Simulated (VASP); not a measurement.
Write the native input for VASP 6.6.1 that does the following.

```yaml
Task: single point
Functional: PBE
Potentials_or_basis: VASP PAW PBE potentials, release 64 (Ga_d, As)
Cutoff: 520 eV
k_mesh: 6 × 6 × 6
Occupations: gaussian, width 0.01 eV
Spin: no spin polarisation
Dipole_correction: no
Further_INCAR_settings: ALGO = Normal; EDIFF = 1e-07; NBANDS = 16
```

The structure of GaAs lies in POSCAR:

```
GaAs
1.0
    0.0000000000      2.9281430617      2.9281430617
    2.9281430617      0.0000000000      2.9281430617
    2.9281430617      2.9281430617      0.0000000000
Ga As
1 1
Direct
    0.0000000000      0.0000000000      0.0000000000
    0.2500000000      0.2500000000      0.2500000000
```

This cell differs from its parent crystal: volume changed by +6%.

The input as run:

INCAR

```
  PREC = Accurate
  ENCUT = 520
  EDIFF = 1E-7
  ISMEAR = 0
  SIGMA = 0.01
  LREAL = False
  LASPH = True
  NELM = 100
  ALGO = Normal
  ISIF = 2
  LWAVE = False
  LCHARG = False
  GGA = PE
  NBANDS = 16
```

KPOINTS

```
regular mesh
0
Gamma
  6 6 6
```

Potentials or basis: VASP PAW PBE potentials, release 64 (Ga_d, As).

Run with:

```sh
$ cat potpaw_PBE.64/Ga_d/POTCAR potpaw_PBE.64/As/POTCAR > POTCAR
$ mpirun -np 1 vasp_std > vasp.out
```

Results of the run:

- Pressure: -2.8 GPa
- Band gap on the k mesh: zero (filled and empty bands touch)

Run time: 23 s on 1 thread of Intel(R) Xeon(R) Platinum 8259CL CPU @ 2.50GHz (Skylake/Cascade Lake), with other jobs on the host, peak memory 0.17 GiB.
